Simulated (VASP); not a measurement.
A run of VASP 6.6.1 is set up as follows.

File INCAR:

```
  PREC = Accurate
  ENCUT = 520
  EDIFF = 1E-7
  ISMEAR = 0
  SIGMA = 0.1
  LREAL = False
  LASPH = True
  NELM = 150
  ALGO = Normal
  ISIF = 2
  LWAVE = False
  LCHARG = False
  ISPIN = 2
  MAGMOM = 0 0 0 7
  LORBIT = 11
  LMAXMIX = 6
  GGA = CA
  NBANDS = 34
```

The input KPOINTS:

```
regular mesh
0
Gamma
  4 4 4
```

Contents of POSCAR:

```
K3Eu
1.0
    0.0000000000      5.0919650000      5.0919650000
    5.0919650000      0.0000000000      5.0919650000
    5.0919650000      5.0919650000      0.0000000000
K Eu
3 1
Direct
    0.2500000000      0.2500000000      0.2500000000
    0.7500000000      0.7500000000      0.7500000000
    0.5000000000      0.5000000000      0.5000000000
    0.0000000000      0.0000000000      0.0000000000
```

Potentials or basis: VASP PAW PBE potentials, release 64 (K_sv, Eu).

Command:

```console
$ cat potpaw_PBE.64/K_sv/POTCAR potpaw_PBE.64/Eu/POTCAR > POTCAR
$ mpirun -np 1 vasp_std > vasp.out
```

Problem. Estimate the site moments.

Solution. K +0.01; Eu +6.79 μB.

Problem. What does it give for the pressure?

Solution. -0.6 GPa.

Problem. Estimate the net moment.

Solution. 7.59 μB per cell.

Caveat: the PAW data sets were made with another functional, which shifts forces and pressure a little. The state reached can hang on the start; a lower one may exist.
